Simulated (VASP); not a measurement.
Crystal: MoSe.

```xyz
4
Lattice="3.9594 0.0000 0.0000 -1.9797 3.4289 0.0000 0.0000 0.0000 5.5184" Properties=species:S:1:pos:R:3 pbc="T T T"
Mo    0.0000    0.0000    0.0000
Mo    0.0000    0.0000    2.7592
Se    0.0000    2.2860    1.3796
Se    1.9797    1.1430    4.1388
```

- Program: VASP 6.6.1
- Task: relaxation of cell and atoms
- Functional: PBE
- Potentials or basis: VASP PAW PBE potentials, release 64 (Mo_sv, Se)
- Cutoff: 600 eV
- k mesh: 10 × 10 × 6
- Occupations: gaussian, width 0.05 eV
- Spin: collinear spin
- Starting moments: [3.0, 3.0, 0.0, 0.0] μB

At the start: pressure -5.0 GPa; volume 18.73 Å³/atom.

Task: How do energy, volume and symmetry change on relaxing?

Result: Over 10 steps the energy falls by 58.0 meV/atom and the volume is 18.34 Å³/atom (-2.1 %); space group P6_3/mmc (No. 194, to 0.1 Å) before and after; moment 0.00 μB per cell.

The path:
```tsv
step	energy change (eV)	largest force (eV/Å)	pressure (GPa)	volume (Å³)
1	0.0000	0.0000	-5.00	74.92
2	-0.0602	0.0000	9.92	68.67
3	-0.1200	0.0000	3.01	71.15
4	-0.2174	0.0000	1.73	72.28
5	-0.2286	0.0000	1.36	72.78
6	-0.2291	0.0000	1.39	72.70
7	-0.2249	0.0000	-1.95	74.29
8	-0.2320	0.0000	0.06	73.31
9	-0.2320	0.0000	0.03	73.32
10	-0.2321	0.0000	-0.02	73.37
```

Final structure:
```xyz
4
Lattice="4.0741 0.0000 0.0000 -2.0371 3.5283 0.0000 0.0000 0.0000 5.1039" Properties=species:S:1:pos:R:3 pbc="T T T"
Mo    0.0000    0.0000    0.0000
Mo    0.0000    0.0000    2.5520
Se    0.0000    2.3522    1.2760
Se    2.0371    1.1761    3.8280
```
